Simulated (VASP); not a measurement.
Wanted: the native input for a VASP 6.6.1 run.

- Task: single point
- Functional: r2SCAN
- Potentials or basis: VASP PAW PBE potentials, release 64 (P)
- Cutoff: 520 eV
- k mesh: 16 × 16 × 16
- Occupations: fermi-dirac, width 0.1 eV
- Spin: no spin polarisation
- Dipole correction: no
- Further INCAR settings: ALGO = Normal; EDIFF = 1e-06; NBANDS = 8

The system is P.

```
P
1.0
    -1.50998    1.50998    1.50998
     1.50998   -1.50998    1.50998
     1.50998    1.50998   -1.50998
P
1
Direct
  0.00000 0.00000 0.00000
```

This isn't the form of P at room conditions, which is orthorhombic.

These files were run (other wordings do the same):

POSCAR

```
P
1.0
   -1.5099780552      1.5099780552      1.5099780552
    1.5099780552     -1.5099780552      1.5099780552
    1.5099780552      1.5099780552     -1.5099780552
P
1
Direct
    0.0000000000      0.0000000000      0.0000000000
```

INCAR.step1

```
  ALGO = Normal
  EDIFF = 1E-4
  ENCUT = 520
  GGA = PE
  ISMEAR = -1
  LASPH = True
  LCHARG = False
  LREAL = False
  LWAVE = True
  NBANDS = 8
  NELM = 100
  PREC = Accurate
  SIGMA = 0.1
```

INCAR.step2

```
  ALGO = Normal
  EDIFF = 1E-6
  ENCUT = 520
  ISIF = 2
  ISMEAR = -1
  ISTART = 1
  LASPH = True
  LCHARG = True
  LELF = True
  LMIXTAU = True
  LREAL = False
  LVHAR = True
  LWAVE = False
  METAGGA = R2SCAN
  NBANDS = 8
  NELM = 100
  PREC = Accurate
  SIGMA = 0.1
```

KPOINTS

```
k-points
0
Gamma
  16 16 16
```

Potentials or basis: VASP PAW PBE potentials, release 64 (P).

The run is started by

```sh
$ cat potpaw_PBE.64/P/POTCAR > POTCAR
$ cp INCAR.step1 INCAR
$ mpirun -np 1 vasp_std > vasp.out
$ cp INCAR.step2 INCAR
$ mpirun -np 1 vasp_std > vasp.out
```

Results of the run:

The pressure is 3.8 GPa and the band gap on the k mesh is zero (an odd number of electrons rules out a gap without spin polarisation).

Caveat: the cell stands under pressure; the PAW data sets were made with another functional, which shifts forces and pressure a little.

Run time: 20 s on 1 thread of Intel(R) Xeon(R) 6975P-C (Granite Rapids), on a shared host, peak memory 0.13 GiB.
